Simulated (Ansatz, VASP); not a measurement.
MgO in VASP and in Ansatz

Contents of INCAR:

```
  PREC = Accurate
  ENCUT = 520
  EDIFF = 1E-7
  ISMEAR = 0
  SIGMA = 0.05
  LREAL = False
  LASPH = True
  NELM = 60
  ALGO = Normal
  ISIF = 2
  LWAVE = False
  LCHARG = True
  GGA = PE
  LELF = True
  LVHAR = True
  NBANDS = 11
```

KPOINTS

```
regular mesh
0
Gamma
  10 10 10
```

File POSCAR:

```
MgO
1.0
    0.0000000000      2.1351500000      2.1351500000
    1.8148775000      0.0000000000      2.1351500000
    1.8148775000      2.1351500000      0.0000000000
Mg O
1 1
Direct
    0.0000000000      0.0000000000      0.0000000000
    0.5000000000      0.5000000000      0.5000000000
```

Input for Ansatz:

```yaml
crystal:
  lattice:
    - [0.0, 2.13515, 2.13515]
    - [1.8148775, 0.0, 2.13515]
    - [1.8148775, 2.13515, 0.0]
  atoms:
    - { symbol: Mg, position: [0.0, 0.0, 0.0] }
    - { symbol: O, position: [0.5, 0.5, 0.5] }
basis:
  ecutwfc: 420
kpoints:
  mp_grid: { grid: [10, 10, 10] }
hamiltonian:
  xc: pbe
scf:
  occupations: { method: gaussian, width: 0.05 }
output:
  forces: true
  stress: true
  eigenvalues: true
  write_density: true
  write_potential: true
  elf: true
  volumetric_format: npy
```

Change from the starting cell: strain -0.1500 x Voigt [1, 0, 0, 0, 0, 0], atoms carried along.

Alike in both runs: task single point; functional PBE; k mesh 10 × 10 × 10; occupations gaussian, width 0.05 eV; no spin polarisation.

|  | VASP | Ansatz |
| --- | --- | --- |
| version | VASP 6.6.1 | Ansatz 0.2.0 |
| potentials or method | VASP PAW PBE potentials, release 64 (Mg, O), cutoff 520 eV | scalar-relativistic, plane waves, PAW |
| valence electrons in the cell | 8 | 16 |

|  | VASP | Ansatz | Ansatz less VASP |
| --- | --- | --- | --- |
| gap on the k mesh at the Fermi level (eV) | 5.61 | 5.62 | +0.011 |
| least direct gap on the mesh (eV) | 5.61 | 5.62 | +0.011 |
| pressure (GPa) | 44.2 | 44.4 | +0.17 |
| traceless stress, the component that is largest in VASP (GPa) | 57.89 | 56.87 | -1.023 |

Both programs put the cell under a high pressure, so it lies far from rest at this level. VASP's potentials hold 8 valence electrons a cell and Ansatz's 16, so a difference there can come from the potentials and not from the codes.
